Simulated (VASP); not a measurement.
# ZrNb2N4 in VASP: a series of runs, part 2 of 2

VASP 6.6.1. The steps go on from the part before.

**3. Single point, PBE**

This run uses another cell than the first one, of the same volume but with other edges.

File INCAR:

```
SYSTEM = ZrNb2N4
PREC = Accurate
ENCUT = 520
EDIFF = 1E-6
ISMEAR = 0
SIGMA = 0.2
LREAL = .FALSE.
LASPH = .TRUE.
NELM = 100
ALGO = Normal
ISIF = 2
LWAVE = .FALSE.
LCHARG = .TRUE.
GGA = PE
LELF = .TRUE.
LVHAR = .TRUE.
NBANDS = 38
```

File KPOINTS:

```
Automatic mesh
0
G
  8 4 8
  0 0 0
```

File POSCAR:

```
ZrNb2N4
1.0
   -0.0026149463      3.1417701907      0.0002459511
   -2.3752979683      0.0022612143      4.7695927006
    5.8077752126     -1.5757192874      0.0035179699
Zr Nb N
1 2 4
Direct
   -0.0001203640     -0.0000134430     -0.0000004887
    0.7178407066      0.7182482373      0.4354227045
    0.2823023801      0.2817134091      0.5645955962
    0.8659563963      0.5472617356      0.7311172121
    0.1340955426      0.4527837855      0.2688909488
    0.6408010355      0.0008645172      0.2809465821
    0.3591243029      0.9991417584      0.7190274450
```

Potentials or basis: VASP PAW PBE potentials, release 64 (Zr_sv, Nb_sv, N).

On the command line:

```bash
$ cat potpaw_PBE.64/Zr_sv/POTCAR potpaw_PBE.64/Nb_sv/POTCAR potpaw_PBE.64/N/POTCAR > POTCAR
$ mpirun -np 1 vasp_std > vasp.out
```

OUTCAR:

```text
SYSTEM = ZrNb2N4
   PREC = Accurate
   ENCUT = 520
   EDIFF = 1E-6
   ISMEAR = 0
   LREAL = .FALSE.
   LASPH = .TRUE.
   NELM = 100
   ISIF = 2
   GGA = PE

 ion  position               nearest neighbor table
   1  1.000  1.000  1.000-   4 2.21   5 2.21   7 2.26   6 2.26   6 2.26   7 2.26   2 2.94   3 2.94

   2  0.718  0.718  0.435-   5 2.04   5 2.05   6 2.07   4 2.27   7 2.28   7 2.29   1 2.94
   3  0.282  0.282  0.565-   4 2.05   4 2.05   7 2.07   5 2.27   6 2.28   6 2.29   1 2.94
   4  0.866  0.547  0.731-   3 2.05   3 2.05   1 2.21   2 2.27
   5  0.134  0.453  0.269-   2 2.04   2 2.05   1 2.21   3 2.27
   6  0.641  0.001  0.281-   2 2.07   1 2.26   1 2.26   3 2.28   3 2.29
   7  0.359  0.999  0.719-   3 2.07   1 2.26   1 2.26   2 2.28   2 2.29

  LATTYP: Found a triclinic cell.
 ALAT       =     6.0834605052
 B/A-ratio  =     0.8758709281
 C/A-ratio  =     0.5164447580
 COS(alpha) =     0.0008654867
 COS(beta)  =     0.2573914169
 COS(gamma) =     0.4511405439

  Lattice vectors:

 A1 = (  -3.4298622980,  -1.5683121176,  -4.7733566216)
 A2 = (   2.3752979683,  -0.0022612143,  -4.7695927006)
 A3 = (   0.0026149463,  -3.1417701907,  -0.0002459511)

Analysis of symmetry for initial positions (statically):
=====================================================================
 Subroutine PRICEL returns:
 Original cell was already a primitive cell.

 Routine SETGRP: Setting up the symmetry group for a
 triclinic supercell.

 Subroutine GETGRP returns: Found  1 space group operations
 (whereof  1 operations were pure point group operations)
 out of a pool of  2 trial point group operations.

The static configuration has the point symmetry C_1 .

Analysis of symmetry for dynamics (positions and initial velocities):
=====================================================================
 Subroutine PRICEL returns:
 Original cell was already a primitive cell.

 Routine SETGRP: Setting up the symmetry group for a
 triclinic supercell.

 Subroutine GETGRP returns: Found  1 space group operations
 (whereof  1 operations were pure point group operations)
 out of a pool of  2 trial point group operations.

The dynamic configuration has the point symmetry C_1 .

 Subroutine INISYM returns: Found  1 space group operations
 (whereof  1 operations are pure point group operations),
 and found     1 'primitive' translations

----------------------------------------------------------------------------------------

                                     Primitive cell

  volume of cell :      87.0368

  direct lattice vectors                    reciprocal lattice vectors
    -0.002614946  3.141770191  0.000245951     0.086349054  0.318360414  0.042851636
    -2.375297968  0.002261214  4.769592701    -0.000131441 -0.000016517  0.209596057
     5.807775213 -1.575719287  0.003517970     0.172168094  0.000136586  0.085741119

  length of vectors
     3.141771289  5.328326199  6.017736831     0.332634597  0.209596099  0.192336711

  position of ions in fractional coordinates (direct lattice)
     0.999879636  0.999986557  0.999999511
     0.717840707  0.718248237  0.435422704
     0.282302380  0.281713409  0.564595596
     0.865956396  0.547261736  0.731117212
     0.134095543  0.452783786  0.268890949
     0.640801035  0.000864517  0.280946582
     0.359124303  0.999141758  0.719027445

  ion indices of the primitive-cell ions
   primitive index   ion index
[... 34 lines left out ...]
 Following reciprocal coordinates:
            Coordinates               Weight
  0.000000  0.000000  0.000000      1.000000
  0.125000 -0.000000 -0.000000      2.000000
  0.250000 -0.000000 -0.000000      2.000000
  0.375000 -0.000000 -0.000000      2.000000
  0.500000 -0.000000 -0.000000      1.000000
  0.000000  0.250000  0.000000      2.000000
[... 16 lines left out ...]
  0.500000  0.000000  0.125000      2.000000
 -0.375000 -0.000000  0.125000      2.000000
 [... further k-points ...]
   k-points           NKPTS =    132   k-points in BZ     NKDIM =    132   number of bands    NBANDS=     38
   number of dos      NEDOS =    301   number of ions     NIONS =      7
   total plane-waves  NPLWV =  46080
   dimension x,y,z NGX =    24 NGY =   40 NGZ =   48
   dimension x,y,z NGXF=    48 NGYF=   80 NGZF=   96
   ions per type =               1   2   4
   NGX,Y,Z   is equivalent  to a cutoff of  12.70, 12.48, 13.26 a.u.
   NGXF,Y,Z  is equivalent  to a cutoff of  25.40, 24.96, 26.52 a.u.
 SYSTEM =  ZrNb2N4
   PREC   = accura    normal or accurate (medium, high low for compatibility)
   ISTART =      0    job   : 0-new  1-cont  2-samecut
   ICHARG =      2    charge: 1-file 2-atom 10-const
   ISPIN  =      1    spin polarized calculation?
   LNONCOLLINEAR =      F non collinear calculations
   LSORBIT =      F    spin-orbit coupling
   LASPH  =      T    aspherical Exc in radial PAW
   ENCUT  =  520.0 eV  38.22 Ry    6.18 a.u.   5.84  9.91 11.19*2*pi/ulx,y,z
   NELM   =    100;   NELMIN=  2; NELMDL= -5     # of ELM steps
   EDIFF  = 0.1E-05   stopping-criterion for ELM
   LREAL  =      F    real-space projection
   EDIFFG = 0.1E-04   stopping-criterion for IOM
   NSW    =      0    number of steps for IOM
   IBRION =     -1    ionic relax: 0-MD 1-quasi-New 2-CG
   NFREE  =      0    steps in history (QN), initial steepest desc. (CG)
   ISIF   =      2    stress and relaxation
   ISYM   =      2    0-nonsym 1-usesym 2-fastsym
   POTIM  = 0.5000    time-step for ionic-motion
   TEBEG  =    0.0;   TEEND  =   0.0 temperature during run
   PSTRESS=    0.0 pullay stress
   NELECT =      58.0000    total number of electrons
   NUPDOWN=      -1.0000    fix difference up-down
   EMIN   =  10.00;   EMAX   =-10.00  energy-range for DOS
   EFERMI =   0.00;   METHOD = LEGACY
   ISMEAR =     0;   SIGMA  =   0.20  broadening in eV -4-tet -1-fermi 0-gaus
   EFERMI_NEDOS =   21; number of points for ismear=-14 and -15
   IALGO  =     38    algorithm
   IMIX   =      4    mixing-type and parameters
     AMIX     =   0.40;   BMIX     =  1.00
     AMIX_MAG =   1.60;   BMIX_MAG =  1.00
  volume/ion in A,a.u.               =      12.43        83.91
  Fermi-wavevector in a.u.,A,eV,Ry     =   1.429936  2.702187 27.820049  2.044716
  Thomas-Fermi vector in A             =   2.549835
   LORBIT       =      0    0 simple, 1 ext, 2 COOP (PROOUT), +10 PAW based schemes
   GGA     = PE    functional components
   LHFCALC =     F    Hartree Fock is set to
   AEXX    =    0.0000 exact exchange contribution
   IVDW    =     0    specifies the selected vdW correction
   LEPSILON=     F    determine dielectric tensor
   LRPA    =     F    only Hartree local field effects (RPA)
 non-spin polarized calculation
 Gauss-broadening in eV      SIGMA  =   0.20
  energy-cutoff  :      520.00
  volume of cell :       87.04
 maximum number of plane-waves:      2361
   NGX = 11   NGY = 19   NGZ = 23

 number of electron      57.9999998 magnetization

 Free energy of the ion-electron system (eV)
  ---------------------------------------------------
  ext. energy  EPLUGINS =         0.00000000
  ---------------------------------------------------
  free energy    TOTEN  =       -69.85839576 eV

  energy without entropy =      -69.81574410  energy(sigma->0) =      -69.83706993

 E-fermi :   9.6531     XC(G=0): -11.7886

 val. band max:        9.6509157767   @ k =  -0.1250   0.2500   0.0000
 cond. band min:       9.6550052098   @ k =   0.2500  -0.0000   0.1250
 fundamental gap:      0.0040894331
 Fermi energy:         9.6531275727

 k-point     1 :       0.0000    0.0000    0.0000
  band No.  band energies     occupation
      1     -46.6025      2.00000
      2     -46.5308      2.00000
      3     -39.8240      2.00000
      4     -23.0859      2.00000
      5     -22.7062      2.00000
      6     -22.5680      2.00000
[... 973 lines left out ...]
     37      13.4172      0.00000
     38      13.9228      0.00000

 [... further k-points ...]
[... 5 lines left out ...]
  --------------------------------------------------------------------------------------
  -------------------------------------------------------------------------------------
  Total       -0.0393808     -0.0986427     -0.1821441      0.0662874     -0.0336165      0.0130657
  in kB       -0.7249238     -1.8158179     -3.3529166      1.2202213     -0.6188135      0.2405147
  external PRESSURE =      -1.9645528 kB  Pullay stress =       0.0000000 kB

 VOLUME and BASIS-vectors are now :
 -----------------------------------------------------------------------------
  energy-cutoff  :      520.00
  volume of cell :       87.04
      direct lattice vectors                 reciprocal lattice vectors
    -0.002614946  3.141770191  0.000245951     0.086349054  0.318360414  0.042851636
    -2.375297968  0.002261214  4.769592701    -0.000131441 -0.000016517  0.209596057
     5.807775213 -1.575719287  0.003517970     0.172168094  0.000136586  0.085741119

 POSITION                                       TOTAL-FORCE (eV/Angst)
 -----------------------------------------------------------------------------------
      3.42989      1.56793      4.77329         0.000104      0.001185      0.000716
      0.82091      1.57081      3.42746        -0.004477     -0.002545     -0.001604
      2.60915     -0.00208      1.34571         0.000457      0.000936      0.002613
      2.94399      1.56984      2.61300        -0.006431     -0.000528     -0.032977
      0.48581     -0.00138      2.16057         0.006799      0.001018      0.031300
      1.62795      1.57056      0.00527         0.027791      0.000250     -0.003282
      1.80175     -0.00244      4.76812        -0.024243     -0.000317      0.003234
 -----------------------------------------------------------------------------------
    total drift:                                0.000157     -0.000006     -0.000008

  FREE ENERGIE OF THE ION-ELECTRON SYSTEM (eV)
  ---------------------------------------------------
  free  energy   TOTEN  =       -69.8583957616 eV

  energy  without entropy=      -69.8157440997  energy(sigma->0) =      -69.83706993
```

It took 2.9 min on 1 thread of Intel Xeon 6975P-C (Granite Rapids), shared host; peak memory 0.48 GiB.

What came out:

```
Free energy            : -69.8584 eV
Pressure               : -0.2 GPa
Largest force          : 0.034 eV/Å
Band gap on the k mesh : zero (band 29 reaches 10.25 eV, above the bottom of band 30 at 9.11 eV)
```

Forces in eV/Å, atoms in the order of the input:
```
Zr   0.000  0.001  0.001
Nb  -0.004 -0.003 -0.002
Nb   0.000  0.001  0.003
N   -0.006 -0.001 -0.033
N    0.007  0.001  0.031
N    0.028  0.000 -0.003
N   -0.024  0.000  0.003
```

Stress tensor (GPa, compression positive):
```
-0.07  0.12  0.02
 0.12 -0.18 -0.06
 0.02 -0.06 -0.34
```

Levels at points of the mesh, in eV from the Fermi level:
| k point | band 26 | band 27 | band 28 | band 29 | band 30 | band 31 | band 32 | band 33 |
| --- | --- | --- | --- | --- | --- | --- | --- | --- |
| (0.00, 0.00, 0.00) | -2.55 | -2.23 | -1.77 | -1.24 | 0.13 | 0.21 | 0.33 | 2.17 |
| (0.50, 0.00, 0.00) | -3.49 | -2.77 | -2.65 | 0.43 | 0.99 | 1.09 | 1.31 | 1.87 |
| (0.00, 0.50, 0.00) | -3.34 | -3.01 | -2.12 | -0.71 | 0.36 | 0.61 | 0.87 | 1.81 |
| (0.50, 0.50, 0.00) | -2.99 | -2.53 | -2.40 | -1.24 | 0.05 | 1.56 | 2.07 | 2.20 |
| (0.00, 0.00, 0.50) | -3.09 | -2.63 | -2.12 | -1.02 | 0.27 | 0.68 | 1.18 | 1.55 |
| (0.50, 0.00, 0.50) | -3.50 | -2.77 | -2.66 | 0.43 | 0.99 | 1.09 | 1.30 | 1.87 |
| (0.00, 0.50, 0.50) | -3.38 | -2.35 | -2.09 | -0.99 | 0.80 | 1.29 | 1.31 | 1.34 |
| (0.50, 0.50, 0.50) | -2.99 | -2.53 | -2.40 | -1.24 | 0.06 | 1.56 | 2.07 | 2.20 |

**4. Single point, PBE**

File INCAR:

```
SYSTEM = ZrNb2N4
  PREC = Accurate
  ENCUT = 520
  EDIFF = 1E-6
  ISMEAR = 0
  SIGMA = 0.1
  LREAL = .FALSE.
  LASPH = .TRUE.
  NELM = 100
  ALGO = Normal
  ISIF = 2
  LWAVE = .FALSE.
  LCHARG = .FALSE.
  GGA = PE
  NBANDS = 38
```

File KPOINTS:

```
Automatic mesh
0
G
  10 10 6
  0 0 0
```

File POSCAR:

```
ZrNb2N4
1.0
    5.8099496268     -1.5709350512      0.0055621601
    5.8099496268      1.5709350512      0.0055621601
   -2.3750582762      0.0000000000      4.7659649634
Zr Nb N
1 2 4
Direct
    0.0000000000      0.0000000000      0.0000000000
    0.7177521366      0.7177521366      0.7183706391
    0.2822478634      0.2822478634      0.2816293609
    0.8655759991      0.8655759991      0.5471702139
    0.1344240009      0.1344240009      0.4528297861
    0.6404911524      0.6404911524      1.0010032701
    0.3595088476      0.3595088476     -0.0010032701
```

On the command line:

```bash
$ cat potpaw_PBE.64/Zr_sv/POTCAR potpaw_PBE.64/Nb_sv/POTCAR potpaw_PBE.64/N/POTCAR > POTCAR
$ mpirun -np 1 vasp_std > vasp.out
```

It took 6.2 min on 1 thread of Intel Xeon 6975P-C (Granite Rapids), shared host; peak memory 0.64 GiB.

Results (log left out):

```
Free energy            : -69.8391 eV
Pressure               : -0.2 GPa
Largest force          : 0.028 eV/Å
Band gap on the k mesh : zero (band 29 reaches 10.21 eV, above the bottom of band 30 at 9.00 eV)
```

Forces in eV/Å, atoms in the order of the input:
```
Zr   0.000  0.000  0.000
Nb  -0.019  0.000  0.004
Nb   0.019  0.000 -0.004
N   -0.012  0.000 -0.019
N    0.012  0.000  0.019
N    0.028  0.000 -0.003
N   -0.028  0.000  0.003
```

Stress tensor (GPa, compression positive):
```
-0.18  0.00  0.07
 0.00 -0.24  0.00
 0.07  0.00 -0.26
```

Levels at points of the mesh, in eV from the Fermi level:
```
           k point  band 27  band 28  band 29  band 30  band 31  band 32
(0.00, 0.00, 0.00)    -2.25    -1.79    -1.26     0.11     0.19     0.30
(0.50, 0.00, 0.00)    -2.79    -2.68     0.41     0.97     1.07     1.28
(0.50, 0.50, 0.00)    -2.65    -2.14    -1.04     0.24     0.65     1.15
(0.00, 0.00, 0.50)    -3.03    -2.14    -0.73     0.33     0.59     0.85
(0.50, 0.00, 0.50)    -2.55    -2.42    -1.26     0.03     1.54     2.05
(0.50, 0.50, 0.50)    -2.37    -2.11    -1.02     0.78     1.27     1.28
```

**5. Summary**

| cell | k mesh | smearing | gap on the mesh (eV) | pressure (GPa) | largest force (eV/Å) |
| --- | --- | --- | --- | --- | --- |
| a = 6.021, b = 6.021, c = 5.323 Å, angles 115.6, 115.6, 30.3°, 7 atoms | 4 × 4 × 3 | gaussian 0.15 eV | none | -0.1 | 0.04 |
| a = 3.142, b = 5.328, c = 6.018 Å, angles 115.5, 105.2, 90.0°, 7 atoms | 8 × 4 × 8 | gaussian 0.2 eV | none | -0.2 | 0.03 |
| a = 6.019, b = 6.019, c = 5.325 Å, angles 115.5, 115.5, 30.3°, 7 atoms | 10 × 10 × 6 | gaussian 0.1 eV | none | -0.2 | 0.03 |

Alike in all rows: task single point; level PBE; potentials or basis VASP PAW PBE potentials, release 64 (Zr_sv, Nb_sv, N); no spin polarisation; cutoff (eV) 520.

Caveats: some runs use coarse meshes.

Absolute energies hang on the potentials; compare differences alone.
